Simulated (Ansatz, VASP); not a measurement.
## One calculation of CsH, two programs

File INCAR:

```
PREC = Accurate
ENCUT = 520
EDIFF = 1E-6
ISMEAR = 0
SIGMA = 0.05
LREAL = F
LASPH = T
NELM = 60
ALGO = Normal
ISIF = 2
LWAVE = F
LCHARG = F
NBANDS = 12
```

KPOINTS

```
regular mesh
0
Gamma
  8 8 8
```

File POSCAR:

```
CsH
1.0
    0.0000000000      3.5785891550      2.5300625326
    3.5785891550      0.0000000000      2.5300625326
    3.5785891550      3.5785891550      0.0000000000
Cs H
1 1
Direct
    0.0000000000      0.0000000000      0.0000000000
    0.5000000000      0.5000000000      0.5000000000
```

Input for Ansatz:

```yaml
crystal:
  lattice:
    - [0.0, 3.578589155, 2.5300625326]
    - [3.578589155, 0.0, 2.5300625326]
    - [3.578589155, 3.578589155, 0.0]
  atoms:
    - { symbol: Cs, position: [0.0, 0.0, 0.0] }
    - { symbol: H, position: [0.5, 0.5, 0.5] }
basis:
  ecutwfc: 420
kpoints:
  mp_grid: { grid: [8, 8, 8] }
hamiltonian:
  xc: lda
scf:
  occupations: { method: gaussian, width: 0.05 }
output:
  forces: true
  stress: true
  eigenvalues: true
```

Alike in both runs: task single point; functional LDA; k mesh 8 × 8 × 8; occupations gaussian, width 0.05 eV; no spin polarisation.

|  | VASP | Ansatz |
| --- | --- | --- |
| version | VASP 6.6.1 | Ansatz 0.2.0 |
| potentials or method | VASP PAW LDA potentials, release 64 (Cs_sv, H), cutoff 520 eV | scalar-relativistic, plane waves, PAW |
| valence electrons in the cell | 10 | 10 |

Ansatz gave:

```
gap on the k mesh at the Fermi level (eV)                     : 1.19
least direct gap on the mesh (eV)                             : 1.19
pressure (GPa)                                                : 2.3
traceless stress, the component that is largest in VASP (GPa) : 8.67
```

Estimate VASP's values.

gap on the k mesh at the Fermi level (eV): 1.15; least direct gap on the mesh (eV): 1.15; pressure (GPa): 2.4; traceless stress, the component that is largest in VASP (GPa): 8.89.

LDA's correlation is that of Perdew and Zunger in VASP and of Perdew and Wang (1992) in Ansatz.

Neither program's run includes spin-orbit coupling.
